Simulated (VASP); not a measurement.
Input of a VASP 6.6.1 run:

File INCAR:

```
PREC = Accurate ; ENCUT = 520
EDIFF = 1E-6 ; ISMEAR = 0
SIGMA = 0.1 ; LREAL = F
LASPH = T ; NELM = 100
ALGO = Normal ; ISIF = 2
LWAVE = F ; LCHARG = F
GGA = PE ; NBANDS = 21
```

The input KPOINTS:

```
Automatic mesh
0
Gamma
  3 3 6
```

File POSCAR:

```
MgBe2Te3
1.0
    6.3623991300      0.0000000000      0.0000000000
   -3.1811995600      5.5099992700      0.0000000000
    0.0000000000      0.0000000000      3.7398843100
Mg Be Te
1 2 3
Direct
    0.0000000000      0.0000000000      0.5000000000
    0.3333333300      0.6666666700      0.5000000000
    0.6666666700      0.3333333300      0.5000000000
    0.0000000000      0.5000000000      0.0000000000
    0.5000000000      0.0000000000      0.0000000000
    0.5000000000      0.5000000000      0.0000000000
```

Potentials or basis: VASP PAW PBE potentials, release 64 (Mg, Be, Te).

Launch:

```sh
$ cat potpaw_PBE.64/Mg/POTCAR potpaw_PBE.64/Be/POTCAR potpaw_PBE.64/Te/POTCAR > POTCAR
$ mpirun -np 1 vasp_std > vasp.out
```

Q: Estimate the band gap on the k mesh.

A: Zero (band 12 reaches 7.55 eV, above the bottom of band 13 at 6.42 eV).

Q: What does it give for the pressure?

A: 5.7 GPa.

Stress tensor (GPa, compression positive):
```
 9.74  0.00  0.00
 0.00  9.74  0.00
 0.00  0.00 -2.49
```

Caveat: the k points lie up to 0.38 Å⁻¹ apart; spin-orbit coupling is left out, which moves the levels of the heavy elements.
